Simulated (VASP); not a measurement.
Write the native input for VASP 6.6.1 that does the following.

| Item | Value |
| --- | --- |
| Task | relaxation of cell and atoms |
| Functional | PBE |
| Potentials or basis | VASP PAW PBE potentials, release 64 (Zr_sv, Zn, N) |
| Cutoff | 600 eV |
| k mesh | 6 × 6 × 4 |
| Occupations | gaussian, width 0.1 eV |
| Spin | no spin polarisation |
| Dipole correction | no |
| Further INCAR settings | ALGO = Normal; EDIFF = 1e-07; IBRION = 2; EDIFFG = -0.04; NSW = 90; ISIF = 3 |

The structure of ZrZn4N lies in POSCAR:

```
ZrZn4N
1.0
    3.4611026800      0.0000000000      0.0000000000
   -1.7305513400      2.9974028500      0.0000000000
    0.0000000000      0.0000000000      7.0357782100
Zr Zn N
1 4 1
Direct
    0.0000000000      0.0000000000      0.5000000000
    0.3333333300      0.6666666700      0.7595900300
    0.3333333300      0.6666666700      0.2404099700
    0.6666666700      0.3333333300      0.7595900300
    0.6666666700      0.3333333300      0.2404099700
    0.0000000000      0.0000000000      0.0000000000
```

The cell was generated, and may not be a known phase.

The input as run:

INCAR

```
PREC = Accurate
ENCUT = 600
EDIFF = 1E-7
ISMEAR = 0
SIGMA = 0.1
LREAL = False
LASPH = True
NELM = 60
ALGO = Normal
ISIF = 3
LWAVE = False
LCHARG = False
GGA = PE
IBRION = 2
NSW = 90
EDIFFG = -0.04
```

KPOINTS

```
Automatic mesh
0
Gamma
  6 6 4
```

Potentials or basis: VASP PAW PBE potentials, release 64 (Zr_sv, Zn, N).

The run is started by

```console
$ cat potpaw_PBE.64/Zr_sv/POTCAR potpaw_PBE.64/Zn/POTCAR potpaw_PBE.64/N/POTCAR > POTCAR
$ mpirun -np 1 vasp_std > vasp.out
```

It gave:

| Item | Value |
| --- | --- |
| Relaxed volume | 15.00 Å³/atom |
| Relaxed cell | a = 4.657 Å, b = 4.657 Å, c = 4.793 Å, α = 90.00°, β = 90.00°, γ = 120.00° |
| Space group after relaxing (to 0.1 Å) | P6/mmm (No. 191) |
| Energy gained by relaxing | 1268.9 meV/atom |
| Ionic steps | 33 |
| Pressure after relaxing | 0.0 GPa |
| Largest force after relaxing | 0.011 eV/Å |
| Band gap on the k mesh | zero (an odd number of electrons rules out a gap without spin polarisation) |

Caveat: the volume moved by over 15 % at a fixed basis, so the end points are rough.

Run time: 27 min on 1 thread of Oxide Virtual Turin-like Processor, on a shared host, peak memory 0.22 GiB.
